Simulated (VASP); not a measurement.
# Sb in VASP: a series of runs, part 2 of 2

VASP 6.6.1. The steps go on from the part before.

## 4. Single point, HF

This run uses another cell than the first one, of 31.55 Å³/atom, 1.136 times its volume.

POSCAR reads:

```
Sb
1.0
    3.1600000000      0.0000000000      0.0000000000
    0.0000000000      3.1600000000      0.0000000000
    0.0000000000      0.0000000000      3.1600000000
Sb
1
Direct
    0.0000000000      0.0000000000      0.0000000000
```

INCAR.step1 reads:

```
PREC     = Accurate       # precision mode
ENCUT    = 400            # plane-wave cutoff, eV
EDIFF    = 1E-5           # SCF threshold, eV
ISMEAR   = -1             # smearing method
SIGMA    = 0.05           # smearing width, eV
LREAL    = False          # projectors in reciprocal space
LASPH    = True           # aspherical terms in the spheres
NELM     = 120            # most SCF steps
ALGO     = Normal         # electronic algorithm
ISIF     = 2              # what is computed and relaxed
LWAVE    = True           # write WAVECAR
LCHARG   = False          # write CHGCAR
NBANDS   = 14             # bands
GGA      = PE             # functional
GGA_COMPAT= False
```

INCAR.step2 reads:

```
PREC     = Accurate       # precision mode
ENCUT    = 400            # plane-wave cutoff, eV
EDIFF    = 1E-6           # SCF threshold, eV
ISMEAR   = -1             # smearing method
SIGMA    = 0.05           # smearing width, eV
LREAL    = False          # projectors in reciprocal space
LASPH    = True           # aspherical terms in the spheres
NELM     = 120            # most SCF steps
ALGO     = Normal         # electronic algorithm
ISIF     = 2              # what is computed and relaxed
LWAVE    = False          # write WAVECAR
LCHARG   = False          # write CHGCAR
GGA      = PE             # functional
LHFCALC  = True           # exact exchange
AEXX     = 1.0            # exact-exchange fraction
ALDAC    = 0.0          
AGGAC    = 0.0          
PRECFOCK = Normal       
NBANDS   = 14             # bands
ISTART   = 1            
GGA_COMPAT= False
```

KPOINTS reads:

```
regular mesh
0
Gamma
  4 4 4
```

Potentials or basis: VASP PAW PBE potentials, release 64 (Sb_d_GW).

On the command line:

```console
$ cat potpaw_PBE.64/Sb_d_GW/POTCAR > POTCAR
$ cp INCAR.step1 INCAR
$ mpirun -np 1 vasp_std > vasp.out
$ cp INCAR.step2 INCAR
$ mpirun -np 1 vasp_std > vasp.out
```

OUTCAR:

```text
PREC = Accurate
   ENCUT = 400
   EDIFF = 1E-6
   ISMEAR = -1
   LREAL = False
   LASPH = True
   NELM = 120
   ISIF = 2
   GGA = PE
   LHFCALC = True
   AEXX = 1.0
   PRECFOCK = Normal
   ISTART = 1

 ion  position               nearest neighbor table
   1  0.000  0.000  0.000-

  LATTYP: Found a simple cubic cell.
 ALAT       =     3.1600000000

  Lattice vectors:

 A1 = (   3.1600000000,   0.0000000000,   0.0000000000)
 A2 = (   0.0000000000,   3.1600000000,   0.0000000000)
 A3 = (   0.0000000000,   0.0000000000,   3.1600000000)

Analysis of symmetry for initial positions (statically):
=====================================================================
 Subroutine PRICEL returns:
 Original cell was already a primitive cell.

 Routine SETGRP: Setting up the symmetry group for a
 simple cubic supercell.

 Subroutine GETGRP returns: Found 48 space group operations
 (whereof 48 operations were pure point group operations)
[... 160 lines left out ...]
 Fermi energy:         6.9203547221

 k-point     1 :       0.0000    0.0000    0.0000
  band No.  band energies     occupation
      1     -35.3242      2.00000
      2     -35.3242      2.00000
      3     -35.0979      2.00000
      4     -35.0979      2.00000
      5     -35.0979      2.00000
      6     -13.7623      2.00000
      7      11.8230      0.00000
      8      11.8230      0.00000
      9      11.8230      0.00000
     10      15.9790      0.00000
     11      15.9790      0.00000
     12      17.7655      0.00000
     13      30.1769      0.00000
     14      30.1769      0.00000
[... 139 lines left out ...]
      1     -35.2084      2.00000
      2     -35.2084      2.00000
      3     -35.2084      2.00000
      4     -35.0562      2.00000
      5     -35.0562      2.00000
      6      -1.3335      2.00000
      7       1.5906      2.00000
      8       1.5906      2.00000
      9       1.5906      2.00000
     10      13.9908      0.00000
     11      13.9908      0.00000
     12      13.9908      0.00000
     13      16.6809      0.00000
     14      36.6931      0.00000

------------------------ aborting loop because EDIFF is reached ----------------------------------------

  FORCE on cell =-STRESS in cart. coord.  units (eV):
  Direction    XX          YY          ZZ          XY          YZ          ZX
  --------------------------------------------------------------------------------------
  -------------------------------------------------------------------------------------
  Total       -0.9326507     -0.9326507     -0.9326507      0.0000000      0.0000000     -0.0000000
  in kB      -47.3552758    -47.3552758    -47.3552758      0.0000000      0.0000000     -0.0000000
  external PRESSURE =     -47.3552758 kB  Pullay stress =       0.0000000 kB

 VOLUME and BASIS-vectors are now :
 -----------------------------------------------------------------------------
  energy-cutoff  :      400.00
  volume of cell :       31.55
      direct lattice vectors                 reciprocal lattice vectors
     3.160000000  0.000000000  0.000000000     0.316455696  0.000000000  0.000000000
     0.000000000  3.160000000  0.000000000     0.000000000  0.316455696  0.000000000
     0.000000000  0.000000000  3.160000000     0.000000000  0.000000000  0.316455696

 POSITION                                       TOTAL-FORCE (eV/Angst)
 -----------------------------------------------------------------------------------
      0.00000      0.00000      0.00000         0.000000      0.000000      0.000000
 -----------------------------------------------------------------------------------
    total drift:                                0.000002     -0.000000      0.000001

  FREE ENERGIE OF THE ION-ELECTRON SYSTEM (eV)
  ---------------------------------------------------
  free  energy   TOTEN  =        -7.5248419566 eV

  energy  without entropy=       -7.5163939273  energy(sigma->0) =       -7.52061794
```

OUTCAR.step1:

```text
PREC = Accurate
   ENCUT = 400
   EDIFF = 1E-5
   ISMEAR = -1
   LREAL = False
[... 369 lines left out ...]

 POSITION                                       TOTAL-FORCE (eV/Angst)
 -----------------------------------------------------------------------------------
      0.00000      0.00000      0.00000         0.000000      0.000000      0.000000
 -----------------------------------------------------------------------------------
    total drift:                                0.000000     -0.000000     -0.000000

  FREE ENERGIE OF THE ION-ELECTRON SYSTEM (eV)
  ---------------------------------------------------
  free  energy   TOTEN  =        -3.7070013506 eV

  energy  without entropy=       -3.6968320592  energy(sigma->0) =       -3.70191670
```

OSZICAR.step1:

```text
N       E                     dE             d eps       ncg     rms          rms(c)
DAV:   1     0.791347317665E+02    0.79135E+02   -0.47840E+03   342   0.859E+03
DAV:   2     0.309592007052E+01   -0.76039E+02   -0.73094E+02   464   0.794E+02
DAV:   3    -0.362362499552E+01   -0.67195E+01   -0.67101E+01   442   0.101E+02
DAV:   4    -0.369898765766E+01   -0.75363E-01   -0.75280E-01   352   0.840E+00
DAV:   5    -0.370590754845E+01   -0.69199E-02   -0.69198E-02   456   0.306E+00    0.242E+00
DAV:   6    -0.370569076120E+01    0.21679E-03   -0.41519E-03   360   0.516E+00    0.146E+00
DAV:   7    -0.370697874841E+01   -0.12880E-02   -0.48486E-03   388   0.400E+00    0.720E-02
DAV:   8    -0.370699453093E+01   -0.15783E-04   -0.91661E-04   462   0.195E+00    0.232E-02
DAV:   9    -0.370700135063E+01   -0.68197E-05   -0.23586E-05   336   0.260E-01
   1 F= -.37070014E+01 E0= -.37019167E+01  d E =-.101693E-01
```

Wall time 5.4 min (1 thread of AMD EPYC 7R43 (Zen 3), shared host); peak memory 0.11 GiB.

What came out:

```
Free energy : -7.5248 eV
Pressure    : -4.7 GPa
```

Levels at points of the mesh, in eV from the Fermi level:
| k point | band 5 | band 6 | band 7 | band 8 | band 9 | band 10 |
| --- | --- | --- | --- | --- | --- | --- |
| (0.00, 0.00, 0.00) | -42.02 | -20.68 | 4.90 | 4.90 | 4.90 | 9.06 |
| (0.50, 0.00, 0.00) | -42.01 | -17.28 | -11.25 | 7.84 | 7.84 | 12.15 |
| (0.50, 0.50, 0.00) | -41.98 | -13.08 | -8.09 | -8.09 | 3.89 | 10.54 |
| (0.50, 0.50, 0.50) | -41.98 | -8.25 | -5.33 | -5.33 | -5.33 | 7.07 |

Caveat: the k points lie up to 0.50 Å⁻¹ apart; the PAW data sets were made with another functional, which shifts forces and pressure a little; spin-orbit coupling is left out, which moves the levels of the heavy elements.

## 5. Single point, PBE-based screened hybrid

This run uses another cell than the first one, of 31.55 Å³/atom, 1.136 times its volume.

POSCAR is that of step 4.

INCAR.step1 reads:

```
SYSTEM = Sb
ALGO = Normal
EDIFF = 1E-5
ENCUT = 520
GGA = PE
ISIF = 2
ISMEAR = -1
LASPH = .TRUE.
LCHARG = .FALSE.
LREAL = .FALSE.
LWAVE = .TRUE.
NBANDS = 8
NELM = 80
PREC = Accurate
SIGMA = 0.05
```

INCAR.step2 reads:

```
SYSTEM = Sb
AEXX = 0.4
ALGO = Normal
EDIFF = 1E-6
ENCUT = 520
GGA = PE
HFSCREEN = 0.2
ISIF = 2
ISMEAR = -1
ISTART = 1
LASPH = .TRUE.
LCHARG = .FALSE.
LHFCALC = .TRUE.
LREAL = .FALSE.
LWAVE = .FALSE.
NBANDS = 8
NELM = 80
PREC = Accurate
PRECFOCK = Normal
SIGMA = 0.05
```

KPOINTS reads:

```
k-points
0
G
  4 4 4
  0 0 0
```

Potentials or basis: VASP PAW PBE potentials, release 64 (Sb).

On the command line:

```console
$ cat potpaw_PBE.64/Sb/POTCAR > POTCAR
$ cp INCAR.step1 INCAR
$ mpirun -np 1 vasp_std > vasp.out
$ cp INCAR.step2 INCAR
$ mpirun -np 1 vasp_std > vasp.out
```

It took 43 s on 1 thread of Intel Xeon 6975P-C (Granite Rapids), shared host; peak memory 0.23 GiB.

It converged, with:

| Item | Value |
| --- | --- |
| Free energy | -5.2848 eV |
| Pressure | -8.9 GPa |

Levels at points of the mesh, in eV from the Fermi level:
| k point | band 1 | band 2 | band 3 | band 4 | band 5 | band 6 |
| --- | --- | --- | --- | --- | --- | --- |
| (0.00, 0.00, 0.00) | -14.36 | 3.58 | 3.58 | 3.58 | 7.41 | 7.41 |
| (0.50, 0.00, 0.00) | -11.70 | -6.64 | 5.81 | 5.81 | 9.60 | 11.61 |
| (0.50, 0.50, 0.00) | -8.73 | -4.30 | -4.30 | 2.79 | 7.97 | 13.49 |
| (0.50, 0.50, 0.50) | -5.40 | -2.16 | -2.16 | -2.16 | 5.54 | 5.54 |

Caveat: the k points lie up to 0.50 Å⁻¹ apart; the PAW data sets were made with another functional, which shifts forces and pressure a little; spin-orbit coupling is left out, which moves the levels of the heavy elements.

## 6. Overview

```csv
level,potentials or basis,spin,cell,k mesh,cutoff (eV),smearing,grid for exact exchange (PRECFOCK),second run,share of exact exchange,screening parameter,gap on the mesh (eV),pressure (GPa),moment (μB)
PBEsol+D3(BJ),"VASP PAW PBE potentials, release 64 (Sb)","non-collinear, zero start, SOC","a = 3.029 Å, 1 atom",6 × 6 × 6,520,fermi-dirac 0.15 eV,-,-,-,-,-,-0.1,0.00
PBEsol+D3(BJ),"VASP PAW PBE potentials, release 64 (Sb)","non-collinear, zero start, SOC","a = 3.203, b = 3.143, c = 3.135 Å, angles 90.4, 88.8, 89.4°, 1 atom",6 × 6 × 6,520,fermi-dirac 0.15 eV,-,-,-,-,-,-6.3,0.00
HF,"VASP PAW PBE potentials, release 64 (Sb_d_GW)",off,"a = 3.160 Å, 1 atom",4 × 4 × 4,400,fermi-dirac 0.05 eV,Normal,valence_matched,-,-,none,-4.7,-
PBE-based screened hybrid,"VASP PAW PBE potentials, release 64 (Sb)",off,"a = 3.160 Å, 1 atom",4 × 4 × 4,520,fermi-dirac 0.05 eV,Normal,-,0.4,0.2 1/Å,none,-8.9,-
```

Alike in all rows: task single point.

Caveats: some runs use coarse meshes; the PAW data sets were made with another functional, which shifts forces and pressure a little; three body term missing (some runs); spin-orbit coupling is left out, which moves the levels of the heavy elements (some runs).

Absolute energies hang on the potentials; compare differences alone.
